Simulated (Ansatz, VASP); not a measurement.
Two plane-wave programs on InP

File POSCAR:

```
InP
1.0
    0.0000000000      2.9535689347      2.8649618667
    2.9535689347      0.0000000000      2.8649618667
    2.9535689347      2.9535689347      0.0000000000
In P
1 1
Direct
    0.0000000000      0.0000000000      0.0000000000
    0.7500000000      0.7500000000      0.7500000000
```

File INCAR.step1:

```
SYSTEM = InP
  PREC = Accurate
  ENCUT = 520
  ISMEAR = 0
  SIGMA = 0.05
  LREAL = .FALSE.
  LASPH = .TRUE.
  NELM = 60
  NBANDS = 16
  GGA = PE
  ALGO = Normal
  EDIFF = 1E-4
  LWAVE = .TRUE.
  LCHARG = .FALSE.
```

INCAR.step2

```
SYSTEM = InP
  PREC = Accurate
  ENCUT = 520
  EDIFF = 1E-6
  ISMEAR = 0
  SIGMA = 0.05
  LREAL = .FALSE.
  LASPH = .TRUE.
  NELM = 60
  ALGO = Normal
  ISIF = 2
  LWAVE = .FALSE.
  LCHARG = .FALSE.
  METAGGA = R2SCAN
  LMIXTAU = .TRUE.
  NBANDS = 16
  ISTART = 1
```

The input KPOINTS:

```
regular mesh
0
G
  8 8 8
  0 0 0
```

Input for Ansatz:

```yaml
crystal:
  lattice:
    - [0.0, 2.9535689347, 2.8649618667]
    - [2.9535689347, 0.0, 2.8649618667]
    - [2.9535689347, 2.9535689347, 0.0]
  atoms:
    - { symbol: In, position: [0.0, 0.0, 0.0] }
    - { symbol: P, position: [0.75, 0.75, 0.75] }
basis:
  ecutwfc: 500
kpoints:
  mp_grid: { grid: [8, 8, 8] }
hamiltonian:
  xc: r2scan
scf:
  occupations: { method: gaussian, width: 0.05 }
output:
  forces: true
  stress: true
  eigenvalues: true
```

Change from the starting cell: strain -0.0300 x Voigt [0, 0, 1, 0, 0, 0], atoms carried along.

Alike in both runs: task single point; functional r2SCAN; k mesh 8 × 8 × 8; occupations gaussian, width 0.05 eV; no spin polarisation.

|  | VASP | Ansatz |
| --- | --- | --- |
| version | VASP 6.6.1 | Ansatz 0.2.0 |
| potentials or method | VASP PAW PBE potentials, release 64 (In_d, P), cutoff 520 eV | scalar-relativistic, plane waves, PAW |
| valence electrons in the cell | 18 | 18 |

|  | VASP | Ansatz | Ansatz less VASP |
| --- | --- | --- | --- |
| gap on the k mesh at the Fermi level (eV) | 1.11 | 1.11 | -0.004 |
| least direct gap on the mesh (eV) | 1.11 | 1.11 | -0.004 |
| pressure (GPa) | 2.1 | 2.2 | +0.11 |
| traceless stress, the component that is largest in VASP (GPa) | 0.84 | 0.83 | -0.009 |

VASP's potentials were made for PBE, not for r2SCAN. The functional is the same, so the differences come from potentials, cutoffs and numerics.
